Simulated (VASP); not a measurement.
Set up this calculation in VASP 6.6.1, as the native input.

* Task: single point
* Functional: PBE
* Potentials or basis: VASP PAW PBE potentials, release 64 (Sb)
* Cutoff: 520 eV
* k mesh: 12 × 12 × 12
* Occupations: fermi-dirac, width 0.05 eV
* Spin: no spin polarisation
* Dipole correction: no
* Further INCAR settings: ALGO = Normal; EDIFF = 1e-07; NBANDS = 8

The structure of Sb lies in POSCAR:

```
Sb
1.0
    0.0000000000      2.2579459806      2.2579459806
    2.2579459806      0.0000000000      2.2579459806
    2.2579459806      2.2579459806      0.0000000000
Sb
1
Direct
    0.0000000000      0.0000000000      0.0000000000
```

This cell differs from its parent crystal: volume scaled by 0.94.

The input as run:

INCAR

```
PREC     = Accurate       # precision mode
ENCUT    = 520            # plane-wave cutoff, eV
EDIFF    = 1E-7           # SCF threshold, eV
ISMEAR   = -1             # smearing method
SIGMA    = 0.05           # smearing width, eV
LREAL    = False          # projectors in reciprocal space
LASPH    = True           # aspherical terms in the spheres
NELM     = 100            # most SCF steps
ALGO     = Normal         # electronic algorithm
ISIF     = 2              # what is computed and relaxed
LWAVE    = False          # write WAVECAR
LCHARG   = True           # write CHGCAR
GGA      = PE             # functional
LELF     = True           # ELF
LVHAR    = True         
NBANDS   = 8              # bands
```

KPOINTS

```
Automatic mesh
0
Gamma
  12 12 12
```

Potentials or basis: VASP PAW PBE potentials, release 64 (Sb).

Run with:

```sh
$ cat potpaw_PBE.64/Sb/POTCAR > POTCAR
$ mpirun -np 1 vasp_std > vasp.out
```

It gave:

```json
{
 "Pressure": "15.3 GPa"
}
```

Run time: 5.9 s on 1 thread of Intel Xeon 6455B (shared host), peak memory 0.14 GiB.
